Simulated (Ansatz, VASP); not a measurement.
This is a calculation of Rb for Ansatz 0.2.0.

input.yaml

```yaml
crystal:
  lattice:
    - [-2.7646237353, 2.7646237353, 2.7646237353]
    - [2.7646237353, -2.7646237353, 2.7646237353]
    - [2.7646237353, 2.7646237353, -2.7646237353]
  atoms:
    - { symbol: Rb, position: [0.0, 0.0, 0.0] }
kpoints:
  mp_grid: { grid: [7, 7, 7] }
scf:
  occupations: { method: fermi_dirac, width: 0.05 }
hamiltonian:
  xc: lda
  pseudopotentials: { kind: all_electron, lapw: { basis_error: 0.001 } }
output:
  forces: true
  stress: true
  eigenvalues: true
```

Potentials or basis: all-electron LAPW, scalar-relativistic.

Command:

```sh
$ ansatz run input.yaml --threads 1 --pin off --max-ram 3072MiB --backend cpu --events-out ev --progress --plain --runs-dir out
```

Task: Set up the same calculation for VASP 6.6.1. Potentials there: VASP PAW LDA potentials, release 64 (Rb_sv).

Result: As run (the cutoff follows the program's own potentials):

The input INCAR:

```
PREC = Accurate ; ENCUT = 520
EDIFF = 1E-6 ; ISMEAR = -1
SIGMA = 0.05 ; LREAL = F
LASPH = T ; NELM = 100
ALGO = Normal ; ISIF = 2
LWAVE = F ; LCHARG = T
LELF = T ; LVHAR = T
NBANDS = 10
```

Contents of KPOINTS:

```
Automatic mesh
0
Gamma
  7 7 7
```

Contents of POSCAR:

```
Rb
1.0
   -2.7646237353      2.7646237353      2.7646237353
    2.7646237353     -2.7646237353      2.7646237353
    2.7646237353      2.7646237353     -2.7646237353
Rb
1
Direct
    0.0000000000      0.0000000000      0.0000000000
```

Potentials or basis: VASP PAW LDA potentials, release 64 (Rb_sv).

Launch:

```console
$ cat potpaw_LDA.64/Rb_sv/POTCAR > POTCAR
$ mpirun -np 1 vasp_std > vasp.out
```

Both were run:

|  | VASP | Ansatz | Ansatz less VASP |
| --- | --- | --- | --- |
| gap on the k mesh at the Fermi level (eV) | none | none | - |
| pressure (GPa) | -0.3 | -0.3 | +0.01 |

LDA's correlation is that of Perdew and Zunger in VASP and of Perdew and Wang (1992) in Ansatz. A gap of «none» marks a metal or a gap that the smearing closes. Ansatz ran all-electron here, and VASP with PAW potentials.
